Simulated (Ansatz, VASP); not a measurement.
# Two plane-wave programs on InSb4

```xyz
5
Lattice="-3.4514 3.4514 3.4514 3.4514 -3.4514 3.4514 3.4514 3.4514 -3.4514" Properties=species:S:1:pos:R:3 pbc="T T T"
In    0.0000    0.0000    0.0000
Sb    1.7257    1.7257    1.7257
Sb    1.7257    1.7257   -1.7257
Sb    1.7257   -1.7257    1.7257
Sb   -1.7257    1.7257    1.7257
```

Alike in both runs: functional PBE; k mesh 8 × 8 × 8; occupations gaussian, width 0.1 eV; no spin polarisation.

Ansatz relaxed the structure, and its values are those at the end. VASP's run is a single point on that final structure, the one shown.

|  | VASP | Ansatz |
| --- | --- | --- |
| version | VASP 6.6.1 | Ansatz 0.2.0 |
| potentials or method | VASP PAW PBE potentials, release 64 (In_d, Sb), cutoff 520 eV | scalar-relativistic, plane waves, PAW |
| valence electrons in the cell | 33 | 73 |

Ansatz gave:

```
gap on the k mesh at the Fermi level (eV) : none
pressure (GPa)                            : 0.0
```

Question: Estimate VASP's values.

Answer: gap on the k mesh at the Fermi level (eV): none; pressure (GPa): -0.1.

A gap of «none» marks a metal or a gap that the smearing closes. VASP's potentials hold 33 valence electrons a cell and Ansatz's 73, so a difference there can come from the potentials and not from the codes.

Spin-orbit coupling is off throughout.
